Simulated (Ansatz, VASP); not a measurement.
AlN in VASP and in Ansatz

Contents of INCAR:

```
SYSTEM = AlN
PREC = Accurate
ENCUT = 520
EDIFF = 1E-6
ISMEAR = -1
SIGMA = 0.02
LREAL = .False.
LASPH = .True.
NELM = 100
ALGO = Normal
ISIF = 2
LWAVE = .False.
LCHARG = .True.
GGA = PE
LELF = .True.
LVHAR = .True.
NBANDS = 11
```

The input KPOINTS:

```
Automatic mesh
0
Gamma
  10 10 10
  0 0 0
```

The input POSCAR:

```
AlN
1.0
    0.0000000000      2.0797839241      2.1848764830
    2.1848764830      0.0000000000      2.1848764830
    2.1848764830      2.0797839241      0.0000000000
Al N
1 1
Direct
    0.0000000000      0.0000000000      0.0000000000
    0.7500000000      0.7500000000      0.7500000000
```

Input for Ansatz:

```yaml
crystal:
  lattice:
    - [0.0, 2.0797839241, 2.184876483]
    - [2.184876483, 0.0, 2.184876483]
    - [2.184876483, 2.0797839241, 0.0]
  atoms:
    - { symbol: Al, position: [0.0, 0.0, 0.0] }
    - { symbol: "N", position: [0.75, 0.75, 0.75] }
kpoints:
  mp_grid: { grid: [10, 10, 10] }
  band_path:
    path:
      - [0.0, 0.0, 0.0]
      - [-0.5, -0.5, 0.0]
      - [-0.375, -0.375, 0.25]
      - [-0.375, 0.0, 0.375]
      - [0.0, 0.0, 0.5]
      - [-0.5, -0.25, 0.25]
      - [0.5, 0.0, 0.5]
    npoints: 1
hamiltonian:
  xc: pbe
scf:
  occupations: { method: fermi_dirac, width: 0.02 }
  n_extra_bands: 4
output:
  forces: true
  stress: true
  eigenvalues: true
```

Change from the starting cell: uniaxial_y strain -4.8%.

Alike in both runs: task single point; functional PBE; k mesh 10 × 10 × 10; occupations fermi-dirac, width 0.02 eV; no spin polarisation.

|  | VASP | Ansatz |
| --- | --- | --- |
| version | VASP 6.6.1 | Ansatz 0.2.0 |
| potentials or method | VASP PAW PBE potentials, release 64 (Al, N) | plane waves, PAW |
| plane-wave cutoff (eV) | 520 | 420 |
| valence electrons in the cell | 8 | 8 |

|  | VASP | Ansatz | Ansatz less VASP |
| --- | --- | --- | --- |
| gap on the k mesh at the Fermi level (eV) | 3.08 | 3.09 | +0.010 |
| pressure (GPa) | 15.5 | 15.8 | +0.25 |
| traceless stress, the component that is largest in VASP (GPa) | 3.37 | 3.34 | -0.032 |

The functional is the same, so the differences come from potentials, cutoffs and numerics.
